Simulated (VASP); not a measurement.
Al2BN3:

```
B Al N
1.0
     2.74484    0.00000    0.00000
    -1.37242    2.37710    0.00000
     0.00000    0.00000    6.72347
B Al N
1 2 3
Direct
  0.00000 0.00000 0.00000
  0.66667 0.33333 0.66667
  0.33333 0.66667 0.33333
  0.66667 0.33333 0.91667
  0.33333 0.66667 0.58333
  0.00000 0.00000 0.25000
```

| Quantity | Value |
| --- | --- |
| Program | VASP 6.6.1 |
| Task | relaxation of cell and atoms |
| Functional | PBE |
| Potentials or basis | VASP PAW PBE potentials, release 64 (B, Al, N) |
| Cutoff | 600 eV |
| k mesh | 12 × 12 × 4 |
| Occupations | fermi-dirac, width 0.02 eV |
| Spin | no spin polarisation |

At the start: pressure 84.8 GPa; volume 7.31 Å³/atom.

Question: Where does the relaxation end?

Answer: Over 15 steps the energy falls by 581.8 meV/atom and the volume is 9.13 Å³/atom (+24.9 %); space group P3m1 (No. 156, to 0.1 Å) before and after.

Step by step:
| step | energy change (eV) | largest force (eV/Å) | pressure (GPa) | volume (Å³) |
| --- | --- | --- | --- | --- |
| 1 | 0.0000 | 6.6683 | 84.83 | 43.87 |
| 2 | 0.1490 | 3.4886 | -35.43 | 73.32 |
| 3 | -3.2172 | 2.4816 | -3.38 | 55.57 |
| 4 | -3.2332 | 2.4907 | -0.57 | 54.87 |
| 5 | -3.2354 | 2.4929 | 0.86 | 54.52 |
| 6 | -3.4047 | 1.6038 | -3.86 | 56.09 |
| 7 | -3.4700 | 0.4772 | -2.89 | 55.56 |
| 8 | -3.4854 | 0.3845 | 1.46 | 54.55 |
| 9 | -3.4875 | 0.2252 | 0.29 | 54.80 |
| 10 | -3.4899 | 0.1591 | 0.13 | 54.75 |
| 11 | -3.4904 | 0.0599 | 0.17 | 54.76 |
| 12 | -3.4906 | 0.0189 | -0.04 | 54.81 |
| 13 | -3.4906 | 0.0174 | -0.03 | 54.81 |
| 14 | -3.4906 | 0.0166 | -0.02 | 54.81 |
| 15 | -3.4906 | 0.0047 | 0.00 | 54.81 |

Final structure:
```
CELL_PARAMETERS angstrom
2.95853 0.00000 0.00000
-1.47927 2.56216 0.00000
0.00000 0.00000 7.23003
ATOMIC_POSITIONS crystal
B 0.00000 0.00000 0.01238
Al 0.66667 0.33333 0.67707
Al 0.33333 0.66667 0.31974
N 0.66667 0.33333 0.93880
N 0.33333 0.66667 0.57888
N 0.00000 0.00000 0.22312
```

Caveat: the volume moved by over 15 % at a fixed basis, so the end points are rough.
